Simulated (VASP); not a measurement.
Write the native input for VASP 6.6.1 that does the following.

- Task: single point
- Functional: revPBE
- Potentials or basis: VASP PAW PBE potentials, release 64 (Ru_pv)
- Cutoff: 520 eV
- k mesh: 13 × 13 × 4
- Occupations: fermi-dirac, width 0.1 eV
- Spin: no spin polarisation
- Dipole correction: no
- Further INCAR settings: ALGO = Normal; EDIFF = 1e-06; NBANDS = 36

The structure of Ru lies in POSCAR:

```
Ru
1.0
    2.7195745511      0.0000000000      0.0000000000
   -1.3597872755      2.3552206487      0.0000000000
    0.0000000000      0.0000000000      8.7307189225
Ru
4
Direct
    0.0000000000      0.0000000000      0.0000000000
    0.0000000000      1.0000000000      0.5000000000
    0.3333333333      0.6666666667      0.2500000000
    0.6666666667      0.3333333333      0.7500000000
```

One way to write it, as run:

INCAR

```
ALGO     = Normal         # electronic algorithm
EDIFF    = 1E-6           # SCF threshold, eV
ENCUT    = 520            # plane-wave cutoff, eV
GGA      = RE             # functional
ISIF     = 2              # what is computed and relaxed
ISMEAR   = -1             # smearing method
LASPH    = True           # aspherical terms in the spheres
LCHARG   = False          # write CHGCAR
LREAL    = False          # projectors in reciprocal space
LWAVE    = False          # write WAVECAR
NBANDS   = 36             # bands
NELM     = 80             # most SCF steps
PREC     = Accurate       # precision mode
SIGMA    = 0.1            # smearing width, eV
```

KPOINTS

```
k-points
0
Gamma
  13 13 4
```

Potentials or basis: VASP PAW PBE potentials, release 64 (Ru_pv).

Launch:

```bash
$ cat potpaw_PBE.64/Ru_pv/POTCAR > POTCAR
$ mpirun -np 1 vasp_std > vasp.out
```

Results of the run:

The pressure is -0.1 GPa. The band gap on the k mesh is zero (bands 28 and 29 overlap by 2.72 eV).

Caveat: the PAW data sets were made with another functional, which shifts forces and pressure a little.

It took 56 s on 1 thread of AMD EPYC 9R45 96-Core Processor (Zen 5) (shared host), peak memory 0.2 GiB.
